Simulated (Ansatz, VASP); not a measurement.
**Two plane-wave programs on LiH**

```xyz
2
Lattice="0.0000 2.0086 2.0086 2.0086 0.0000 2.0086 2.0086 2.0086 0.0000" Properties=species:S:1:pos:R:3 pbc="T T T"
Li    0.0000    0.0000    0.0000
H     2.0086    2.0086    2.0086
```

Alike in both runs: functional revPBE; k mesh 6 × 6 × 6; no spin polarisation.

Ansatz relaxed the structure, and its values are those at the end. VASP's run is a single point on that final structure, the one shown.

|  | VASP | Ansatz |
| --- | --- | --- |
| version | VASP 6.6.1 | Ansatz 0.2.0 |
| potentials or method | VASP PAW PBE potentials, release 64 (Li_sv, H), cutoff 520 eV | scalar-relativistic, plane waves, PAW |
| occupations | fermi-dirac, width 0.25852 eV | fermi-dirac |
| valence electrons in the cell | 4 | 4 |

Ansatz gave:

| Quantity | Value |
| --- | --- |
| gap on the k mesh at the Fermi level (eV) | 3.13 |
| least direct gap on the mesh (eV) | 3.13 |

Task: What did VASP give for the same quantities?

Result: gap on the k mesh at the Fermi level (eV): 3.12; least direct gap on the mesh (eV): 3.12.

VASP's potentials were made for PBE, not for revPBE. Ansatz's warnings: force scf threshold loose, stress scf threshold loose.

The k mesh is coarse, so the values compare programs but aren't converged. Noted on VASP's run: the cutoff is short for stress, so the pressure is rough.
